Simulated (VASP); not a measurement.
A run of VASP 6.6.1 is set up as follows.

Contents of INCAR:

```
PREC = Accurate
ENCUT = 520
EDIFF = 1E-6
ISMEAR = -1
SIGMA = 0.1
LREAL = F
LASPH = T
NELM = 60
ALGO = Normal
ISIF = 2
LWAVE = F
LCHARG = F
GGA = RP
NBANDS = 11
```

Contents of KPOINTS:

```
Automatic mesh
0
Gamma
  22 22 22
```

POSCAR

```
Pt
1.0
    0.0000000000      2.0740180544      2.0740180544
    2.0740180544      0.0000000000      2.0740180544
    2.0740180544      2.0740180544      0.0000000000
Pt
1
Direct
    0.0000000000      0.0000000000      0.0000000000
```

Potentials or basis: VASP PAW PBE potentials, release 64 (Pt).

The run is started by

```console
$ cat potpaw_PBE.64/Pt/POTCAR > POTCAR
$ mpirun -np 1 vasp_std > vasp.out
```

(1) Estimate the pressure.

(2) Estimate the band gap on the k mesh.

## Answers

(1) -19.0 GPa.

(2) zero (band 5 reaches 8.75 eV, above the bottom of band 6 at 7.08 eV).

Caveat: the PAW data sets were made with another functional, which shifts forces and pressure a little; spin-orbit coupling is left out, which moves the levels of the heavy elements.
